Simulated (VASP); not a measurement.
# Cs (P6_3/mmc) in VASP: notebook

Runs on Cs. Level: PBE. Tasks: single point, relaxation of cell and atoms.

Program: VASP 6.6.1. These are calculated values, not measurements. Logs are shortened: lines on timing, memory, paths and dates and some standing lists are left out, and cuts for length are marked.

## (1) The cell of the first run

The structure is hexagonal, space group P6_3/mmc (No. 194). Conventional cell: a = 5.075 Å, b = 5.075 Å, c = 16.431 Å, α = 90.00°, β = 90.00°, γ = 120.00°.

This isn't the form of Cs at room conditions, which is bcc.

## (2) Single point, PBE

Input file INCAR:

```
ALGO = Normal ; EDIFF = 1E-7
ENCUT = 520 ; GGA = PE
ISIF = 2 ; ISMEAR = -1
LASPH = True ; LCHARG = False
LREAL = False ; LWAVE = False
NBANDS = 26 ; NELM = 80
PREC = Accurate ; SIGMA = 0.1
```

Input file KPOINTS:

```
k-points
0
Gamma
  6 6 4
```

Input file POSCAR:

```
Cs
1.0
    5.0747077837      0.0000000000      0.0000000000
   -2.5373538919      4.3948258575      0.0000000000
    0.0000000000      0.0000000000     16.4309178797
Cs
4
Direct
    0.0000000000      0.0000000000      0.0000000000
    0.0000000000      0.0000000000      0.5000000000
    0.3333333333      0.6666666667      0.2500000000
    0.6666666667      0.3333333333      0.7500000000
```

Potentials or basis: VASP PAW PBE potentials, release 64 (Cs_sv).

The run is started by

```console
$ cat potpaw_PBE.64/Cs_sv/POTCAR > POTCAR
$ mpirun -np 1 vasp_std > vasp.out
```

OUTCAR:

```text
EDIFF = 1E-7
   ENCUT = 520
   GGA = PE
   ISIF = 2
   ISMEAR = -1
   LASPH = True
   LREAL = False
   NELM = 80
   PREC = Accurate

 ion  position               nearest neighbor table
   1  0.000  0.000  0.000-
   2  0.000  0.000  0.500-
   3  0.333  0.667  0.250-
   4  0.667  0.333  0.750-

  LATTYP: Found a hexagonal cell.
 ALAT       =     5.0747077837
 C/A-ratio  =     3.2378057181

  Lattice vectors:

 A1 = (   5.0747077837,   0.0000000000,   0.0000000000)
 A2 = (  -2.5373538919,   4.3948258575,   0.0000000000)
 A3 = (   0.0000000000,   0.0000000000,  16.4309178797)

Analysis of symmetry for initial positions (statically):
=====================================================================
 Subroutine PRICEL returns:
 Original cell was already a primitive cell.

 Routine SETGRP: Setting up the symmetry group for a
 hexagonal supercell.

 Subroutine GETGRP returns: Found 24 space group operations
 (whereof 12 operations were pure point group operations)
 out of a pool of 24 trial point group operations.

The static configuration has the point symmetry D_3d.
 The point group associated with its full space group is D_6h.

Analysis of symmetry for dynamics (positions and initial velocities):
=====================================================================
 Subroutine PRICEL returns:
 Original cell was already a primitive cell.

 Routine SETGRP: Setting up the symmetry group for a
 hexagonal supercell.

 Subroutine GETGRP returns: Found 24 space group operations
 (whereof 12 operations were pure point group operations)
 out of a pool of 24 trial point group operations.

The dynamic configuration has the point symmetry D_3d.
 The point group associated with its full space group is D_6h.

 Subroutine INISYM returns: Found 24 space group operations
 (whereof 12 operations are pure point group operations),
 and found     1 'primitive' translations

----------------------------------------------------------------------------------------

                                     Primitive cell

  volume of cell :     366.4498

  direct lattice vectors                    reciprocal lattice vectors
     5.074707784  0.000000000  0.000000000     0.197055681  0.113770151  0.000000000
    -2.537353892  4.394825857  0.000000000     0.000000000  0.227540301  0.000000000
     0.000000000  0.000000000 16.430917880     0.000000000  0.000000000  0.060860873

  length of vectors
     5.074707784  5.074707784 16.430917880     0.227540301  0.227540301  0.060860873

  position of ions in fractional coordinates (direct lattice)
     0.000000000  0.000000000  0.000000000
     0.000000000  0.000000000  0.500000000
     0.333333333  0.666666667  0.250000000
     0.666666667  0.333333333  0.750000000

  ion indices of the primitive-cell ions
   primitive index   ion index
                 1           1
                 2           2
                 3           3
                 4           4

----------------------------------------------------------------------------------------

 KPOINTS: k-points

Automatic generation of k-mesh.
 Grid dimensions read from file:
 generate k-points for:    6    6    4

 Generating k-lattice:

  Cartesian coordinates                     Fractional coordinates (reciprocal lattice)
     0.032842614  0.018961692  0.000000000     0.166666667  0.000000000  0.000000000
     0.000000000  0.037923384  0.000000000     0.000000000  0.166666667  0.000000000
     0.000000000  0.000000000  0.015215218     0.000000000  0.000000000  0.250000000

  Length of vectors
     0.037923384  0.037923384  0.015215218

  Shift w.r.t. Gamma in fractional coordinates (k-lattice)
     0.000000000  0.000000000  0.000000000

 Subroutine IBZKPT returns following result:
 ===========================================

 Found     21 irreducible k-points:

 Following reciprocal coordinates:
            Coordinates               Weight
  0.000000  0.000000  0.000000      1.000000
  0.166667  0.000000  0.000000      6.000000
  0.333333  0.000000  0.000000      6.000000
  0.500000  0.000000  0.000000      3.000000
  0.166667  0.166667  0.000000      6.000000
  0.333333  0.166667  0.000000     12.000000
[... 13 lines left out ...]
  0.333333  0.166667  0.500000     12.000000
  0.333333  0.333333  0.500000      2.000000
   k-points           NKPTS =     21   k-points in BZ     NKDIM =     21   number of bands    NBANDS=     26
   number of dos      NEDOS =    301   number of ions     NIONS =      4
   total plane-waves  NPLWV = 201600
   dimension x,y,z NGX =    40 NGY =   40 NGZ =  126
   dimension x,y,z NGXF=    80 NGYF=   80 NGZF=  252
   ions per type =               4
   NGX,Y,Z   is equivalent  to a cutoff of  13.10, 13.10, 12.75 a.u.
   NGXF,Y,Z  is equivalent  to a cutoff of  26.21, 26.21, 25.50 a.u.
 SYSTEM =  unknown system
   PREC   = accura    normal or accurate (medium, high low for compatibility)
   ISTART =      0    job   : 0-new  1-cont  2-samecut
   ICHARG =      2    charge: 1-file 2-atom 10-const
   ISPIN  =      1    spin polarized calculation?
   LNONCOLLINEAR =      F non collinear calculations
   LSORBIT =      F    spin-orbit coupling
   LASPH  =      T    aspherical Exc in radial PAW
   ENCUT  =  520.0 eV  38.22 Ry    6.18 a.u.   9.44  9.44 30.55*2*pi/ulx,y,z
   NELM   =     80;   NELMIN=  2; NELMDL= -5     # of ELM steps
   EDIFF  = 0.1E-06   stopping-criterion for ELM
   LREAL  =      F    real-space projection
   EDIFFG = 0.1E-05   stopping-criterion for IOM
   NSW    =      0    number of steps for IOM
   IBRION =     -1    ionic relax: 0-MD 1-quasi-New 2-CG
   NFREE  =      0    steps in history (QN), initial steepest desc. (CG)
   ISIF   =      2    stress and relaxation
   ISYM   =      2    0-nonsym 1-usesym 2-fastsym
   POTIM  = 0.5000    time-step for ionic-motion
   TEBEG  =    0.0;   TEEND  =   0.0 temperature during run
   PSTRESS=    0.0 pullay stress
   NELECT =      36.0000    total number of electrons
   NUPDOWN=      -1.0000    fix difference up-down
   EMIN   =  10.00;   EMAX   =-10.00  energy-range for DOS
   EFERMI =   0.00;   METHOD = LEGACY
   ISMEAR =    -1;   SIGMA  =   0.10  broadening in eV -4-tet -1-fermi 0-gaus
   EFERMI_NEDOS =   21; number of points for ismear=-14 and -15
   IALGO  =     38    algorithm
   IMIX   =      4    mixing-type and parameters
     AMIX     =   0.40;   BMIX     =  1.00
     AMIX_MAG =   1.60;   BMIX_MAG =  1.00
  volume/ion in A,a.u.               =      91.61       618.23
  Fermi-wavevector in a.u.,A,eV,Ry     =   0.755389  1.427479  7.763661  0.570613
  Thomas-Fermi vector in A             =   1.853273
   LORBIT       =      0    0 simple, 1 ext, 2 COOP (PROOUT), +10 PAW based schemes
   GGA     = PE    functional components
   LHFCALC =     F    Hartree Fock is set to
   AEXX    =    0.0000 exact exchange contribution
   IVDW    =     0    specifies the selected vdW correction
   LEPSILON=     F    determine dielectric tensor
   LRPA    =     F    only Hartree local field effects (RPA)
 non-spin polarized calculation
  energy-cutoff  :      520.00
  volume of cell :      366.45
 maximum number of plane-waves:      9928
 NGX is ok and might be reduce to    40
   NGX = 19   NGY = 19   NGZ = 61

 number of electron      35.9999998 magnetization

 Free energy of the ion-electron system (eV)
  ---------------------------------------------------
  ext. energy  EPLUGINS =         0.00000000
  ---------------------------------------------------
  free energy    TOTEN  =        -3.27853475 eV

  energy without entropy =       -3.08783824  energy(sigma->0) =       -3.18318650

 E-fermi :   1.0876     XC(G=0):  -6.0132

 val. band max:        1.0800605650   @ k =   0.3333   0.0000   0.2500
 cond. band min:       1.0918244013   @ k =   0.5000   0.0000   0.5000
 fundamental gap:      0.0117638363
 Fermi energy:         1.0875591377

 k-point     1 :       0.0000    0.0000    0.0000
  band No.  band energies     occupation
      1     -22.6599      2.00000
      2     -22.6516      2.00000
      3     -22.6497      2.00000
      4     -22.6414      2.00000
      5      -9.6428      2.00000
      6      -9.5015      2.00000
[... 18 lines left out ...]
     25       3.4873      0.00000
     26       3.5605      0.00000

 k-point     2 :       0.1667    0.0000    0.0000
  band No.  band energies     occupation
      1     -22.6560      2.00000
      2     -22.6488      2.00000
      3     -22.6469      2.00000
      4     -22.6396      2.00000
      5      -9.6180      2.00000
      6      -9.5135      2.00000
[... 18 lines left out ...]
     25       3.1002      0.00000
     26       3.1201      0.00000

 k-point     3 :       0.3333    0.0000    0.0000
  band No.  band energies     occupation
      1     -22.6475      2.00000
      2     -22.6431      2.00000
      3     -22.6412      2.00000
      4     -22.6367      2.00000
      5      -9.5887      2.00000
      6      -9.5873      2.00000
[... 18 lines left out ...]
     25       2.7107      0.00000
     26       2.8269      0.00000

 k-point     4 :       0.5000    0.0000    0.0000
  band No.  band energies     occupation
      1     -22.6425      2.00000
      2     -22.6402      2.00000
      3     -22.6383      2.00000
      4     -22.6361      2.00000
      5      -9.6357      2.00000
      6      -9.6283      2.00000
[... 18 lines left out ...]
     25       2.7955      0.00000
     26       2.8131      0.00000
[... 409 lines left out ...]
      1     -22.6480      2.00000
      2     -22.6480      2.00000
      3     -22.6391      2.00000
      4     -22.6391      2.00000
      5      -9.5745      2.00000
      6      -9.5745      2.00000
[... 18 lines left out ...]
     25       2.8271      0.00000
     26       2.8271      0.00000

 k-point    20 :       0.3333    0.1667    0.5000
  band No.  band energies     occupation
      1     -22.6416      2.00000
      2     -22.6416      2.00000
      3     -22.6369      2.00000
      4     -22.6369      2.00000
      5      -9.5943      2.00000
      6      -9.5943      2.00000
[... 18 lines left out ...]
     25       2.7013      0.00000
     26       2.7013      0.00000

 k-point    21 :       0.3333    0.3333    0.5000
  band No.  band energies     occupation
      1     -22.6388      2.00000
      2     -22.6388      2.00000
      3     -22.6369      2.00000
      4     -22.6369      2.00000
      5      -9.5728      2.00000
      6      -9.5728      2.00000
[... 18 lines left out ...]
     25       2.5985      0.00000
     26       2.6019      0.00000

------------------------ aborting loop because EDIFF is reached ----------------------------------------

  FORCE on cell =-STRESS in cart. coord.  units (eV):
  Direction    XX          YY          ZZ          XY          YZ          ZX
  --------------------------------------------------------------------------------------
  -------------------------------------------------------------------------------------
  Total        1.6291720      1.6291720      1.6501078     -0.0000000      0.0000000      0.0000000
  in kB        7.1230008      7.1230008      7.2145354     -0.0000000      0.0000000      0.0000000
  external PRESSURE =       7.1535123 kB  Pullay stress =       0.0000000 kB

 VOLUME and BASIS-vectors are now :
 -----------------------------------------------------------------------------
  energy-cutoff  :      520.00
  volume of cell :      366.45
      direct lattice vectors                 reciprocal lattice vectors
     5.074707784  0.000000000  0.000000000     0.197055681  0.113770151  0.000000000
    -2.537353892  4.394825857  0.000000000     0.000000000  0.227540301  0.000000000
     0.000000000  0.000000000 16.430917880     0.000000000  0.000000000  0.060860873

 POSITION                                       TOTAL-FORCE (eV/Angst)
 -----------------------------------------------------------------------------------
      0.00000      0.00000      0.00000        -0.000000      0.000000      0.000000
      0.00000      0.00000      8.21546        -0.000000      0.000000      0.000000
     -0.00000      2.92988      4.10773        -0.000000      0.000000      0.000000
      2.53735      1.46494     12.32319         0.000000     -0.000000     -0.000000
 -----------------------------------------------------------------------------------
    total drift:                                0.000000      0.000000     -0.000000

  FREE ENERGIE OF THE ION-ELECTRON SYSTEM (eV)
  ---------------------------------------------------
  free  energy   TOTEN  =        -3.2785347499 eV

  energy  without entropy=       -3.0878382431  energy(sigma->0) =       -3.18318650
```

It took 2.4 min on 1 thread of Intel Xeon 6975P-C (Granite Rapids), shared host; peak memory 0.53 GiB.

What came out:

| Property | Result |
| --- | --- |
| Free energy | -3.2785 eV |
| Pressure | 0.7 GPa |
| Band gap on the k mesh | zero (bands 18 and 19 overlap by 1.86 eV) |

Levels at points of the mesh, in eV from the Fermi level:
```
           k point  band 14  band 15  band 16  band 17  band 18  band 19  band 20  band 21  band 22  band 23
(0.00, 0.00, 0.00)   -10.44   -10.44   -10.44    -1.90    -1.14    -1.14    -0.10     1.08     1.70     1.72
(0.50, 0.00, 0.00)   -10.51   -10.48   -10.48    -0.09     0.02     0.24     0.25     0.85     0.93     0.96
(0.00, 0.00, 0.50)   -10.45   -10.45   -10.45    -1.69    -1.69    -0.46    -0.46     1.26     1.26     2.28
(0.50, 0.00, 0.50)   -10.50   -10.49   -10.49     0.00     0.00     0.18     0.18     0.90     0.90     1.06
```

Caveat: spin-orbit coupling is left out, which moves the levels of the heavy elements.

(Part 1 of 2 ends here.)
